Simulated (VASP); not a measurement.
# RbBr: single point with PBE

Crystal: RbBr.

```
CELL_PARAMETERS angstrom
0.00000 3.86950 3.86950
3.86950 0.00000 3.86950
3.86950 3.86950 0.00000
ATOMIC_POSITIONS crystal
Rb 0.00000 0.00000 0.00000
Br 0.25000 0.25000 0.25000
```

```
Program                : VASP 6.6.1
Task                   : single point
Functional             : PBE
Potentials or basis    : VASP PAW PBE potentials, release 64 (Rb_sv, Br)
Cutoff                 : 520 eV
k mesh                 : 4 × 4 × 4
Occupations            : gaussian, width 0.01 eV
Spin                   : no spin polarisation
Dipole correction      : no
Further INCAR settings : ALGO = Normal; EDIFF = 1e-06; NBANDS = 15
```

```json
{"Pressure": "0.2 GPa", "Band gap on the k mesh": "4.07 eV, indirect (least direct gap 4.16 eV)"}
```

Levels at points of the mesh, in eV from the valence-band top:
```tsv
k point	band 6	band 7	band 8	band 9	band 10	band 11
(0.00, 0.00, 0.00)	-0.09	-0.09	-0.09	4.07	8.16	8.16
(0.50, 0.00, 0.00)	-0.30	-0.04	-0.04	6.27	6.48	7.81
(0.50, 0.50, 0.00)	-0.39	0.00	0.00	5.92	6.73	8.42
```

It took 18 s on 1 thread of Intel(R) Xeon(R) Platinum 8488C (Sapphire Rapids) (shared host), peak memory 0.24 GiB.

A k mesh can miss the band edges. Expect the measured gap to be larger: semilocal functionals such as PBE lack the derivative discontinuity.
